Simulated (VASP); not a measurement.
Runs of VASP 6.6.1 on W. The structure is that of space group Im-3m (No. 229), or close to it. The cells are those of the table. 

| cell | gap on the mesh (eV) | pressure (GPa) |
| --- | --- | --- |
| a = 2.803 Å, angles 109.5°, 1 atom | none | -13.3 |
| a = 2.722 Å, angles 109.5°, 1 atom | none | (a) |
| a = 2.694 Å, angles 109.5°, 1 atom | none | (b) |
| a = 2.750 Å, angles 109.5°, 1 atom | none | 2.9 |
| a = 2.777 Å, angles 109.5°, 1 atom | none | -5.9 |

Alike in all rows: task single point; level PBE; potentials or basis VASP PAW PBE potentials, release 64 (W_sv); no spin polarisation; k mesh 13 × 13 × 13; cutoff (eV) 520; smearing fermi-dirac 0.15 eV.

Problem. Fill in the values left out.

Solution. (a) 13.1; (b) 25.0.

Caveats: spin-orbit coupling is left out, which moves the levels of the heavy elements.

A k mesh can miss the band edges, and the runs leave out spin-orbit coupling on W.

A gap of «none» marks levels without a gap at the run's occupations.
